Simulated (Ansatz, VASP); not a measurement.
ZnO in VASP and in Ansatz

The input INCAR:

```
SYSTEM = ZnO
  ALGO = Normal
  EDIFF = 1E-6
  ENCUT = 520
  GGA = PE
  ISIF = 2
  ISMEAR = 0
  LASPH = .TRUE.
  LCHARG = .TRUE.
  LELF = .TRUE.
  LREAL = .FALSE.
  LVHAR = .TRUE.
  LWAVE = .FALSE.
  NBANDS = 26
  NELM = 80
  PREC = Accurate
  SIGMA = 0.05
```

The input KPOINTS:

```
k-points
0
G
  12 12 6
  0 0 0
```

Contents of POSCAR:

```
ZnO
1.0
    3.1482963083      0.0000000000      0.0000000000
   -1.5741481541      2.7265045816      0.0000000000
    0.0000000000      0.0000000000      5.5048556811
Zn O
2 2
Direct
    0.3333333333      0.6666666667      0.0015026881
    0.6666666667      0.3333333333      0.5015026881
    0.3333333333      0.6666666667      0.3805973119
    0.6666666667      0.3333333333      0.8805973119
```

Input for Ansatz:

```yaml
crystal:
  lattice:
    - [3.1482963083, 0.0, 0.0]
    - [-1.5741481541, 2.7265045816, 0.0]
    - [0.0, 0.0, 5.5048556811]
  atoms:
    - { symbol: Zn, position: [0.3333333333, 0.6666666667, 0.0015026881] }
    - { symbol: Zn, position: [0.6666666667, 0.3333333333, 0.5015026881] }
    - { symbol: O, position: [0.3333333333, 0.6666666667, 0.3805973119] }
    - { symbol: O, position: [0.6666666667, 0.3333333333, 0.8805973119] }
basis:
  ecutwfc: 420
kpoints:
  mp_grid: { grid: [12, 12, 6] }
hamiltonian:
  xc: pbe
scf:
  occupations: { method: gaussian, width: 0.05 }
output:
  forces: true
  stress: true
  eigenvalues: true
```

Change from the starting cell: strain -0.040 along x and y, +0.040 along z, atoms carried along.

Alike in both runs: task single point; functional PBE; k mesh 12 × 12 × 6; occupations gaussian, width 0.05 eV; no spin polarisation.

```csv
,VASP,Ansatz
version,VASP 6.6.1,Ansatz 0.2.0
potentials or method,"VASP PAW PBE potentials, release 64 (Zn, O), cutoff 520 eV","scalar-relativistic, plane waves, PAW"
valence electrons in the cell,36,36
```

```tsv
	VASP	Ansatz	Ansatz less VASP
gap on the k mesh at the Fermi level (eV)	0.63	0.65	+0.016
least direct gap on the mesh (eV)	0.63	0.65	+0.016
pressure (GPa)	8.5	7.4	-1.16
traceless stress, the component that is largest in VASP (GPa)	-11.93	-11.45	+0.486
rms of the force components (eV/Å)	0.361	0.331	-0.0297
```

Atom by atom the forces differ by 0.030 eV/Å (rms over components). The functional is the same, so the differences come from potentials, cutoffs and numerics.
